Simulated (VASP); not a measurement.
Wanted: the native input for a VASP 6.6.1 run.

- Task: single point
- Functional: LDA
- Potentials or basis: VASP PAW LDA potentials, release 64 (Ta_pv)
- Cutoff: 520 eV
- k mesh: 22 × 22 × 22
- Occupations: gaussian, width 0.05 eV
- Spin: no spin polarisation
- Dipole correction: no
- Further INCAR settings: ALGO = Normal; EDIFF = 1e-06; NBANDS = 12

The structure of Ta lies in POSCAR:

```
Ta
1.0
   -1.6510000000      1.6510000000      1.6510000000
    1.6510000000     -1.6510000000      1.6510000000
    1.6510000000      1.6510000000     -1.6510000000
Ta
1
Direct
    0.0000000000      0.0000000000      0.0000000000
```

One way to write it, as run:

INCAR

```
ALGO = Normal ; EDIFF = 1E-6
ENCUT = 520 ; GGA = CA
ISIF = 2 ; ISMEAR = 0
LASPH = T ; LCHARG = F
LREAL = F ; LWAVE = F
NBANDS = 12 ; NELM = 60
PREC = Accurate ; SIGMA = 0.05
```

KPOINTS

```
k-points
0
Gamma
  22 22 22
```

Potentials or basis: VASP PAW LDA potentials, release 64 (Ta_pv).

Launch:

```sh
$ cat potpaw_LDA.64/Ta_pv/POTCAR > POTCAR
$ mpirun -np 1 vasp_std > vasp.out
```

It gave:

- Pressure: -8.3 GPa
- Band gap on the k mesh: zero (an odd number of electrons rules out a gap without spin polarisation)

Caveat: the cell stands under tension; spin-orbit coupling is left out, which moves the levels of the heavy elements.

Run time: 26 s on 1 thread of Intel(R) Xeon(R) Platinum 8559C (Emerald Rapids), with other jobs on the host, peak memory 0.18 GiB.
